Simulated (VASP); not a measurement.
A run of VASP 6.6.1 is set up as follows.

File INCAR:

```
ALGO = Normal
EDIFF = 1E-6
ENCUT = 500
GGA = PE
GGA_COMPAT = False
ISIF = 2
ISMEAR = 0
LASPH = True
LCHARG = True
LELF = True
LREAL = False
LVHAR = True
LWAVE = False
NBANDS = 13
NELM = 120
PREC = Accurate
SIGMA = 0.1
```

File KPOINTS:

```
k-points
0
Gamma
  8 8 8
```

POSCAR

```
Mo
1.0
   -1.5710000000     -1.5710000000     -1.5710000000
    1.5710000000      1.5710000000     -1.5710000000
    1.5710000000     -1.5710000000      1.5710000000
Mo
1
Direct
    0.0000000000      0.0000000000      0.0000000000
```

Potentials or basis: VASP PAW PBE potentials, release 64 (Mo_sv).

Launch:

```console
$ cat potpaw_PBE.64/Mo_sv/POTCAR > POTCAR
$ mpirun -np 1 vasp_std > vasp.out
```

Task: Estimate the pressure.

Result: 5.9 GPa.

Task: Estimate the band gap on the k mesh.

Result: Zero (band 7 reaches 16.74 eV, above the bottom of band 8 at 11.34 eV).
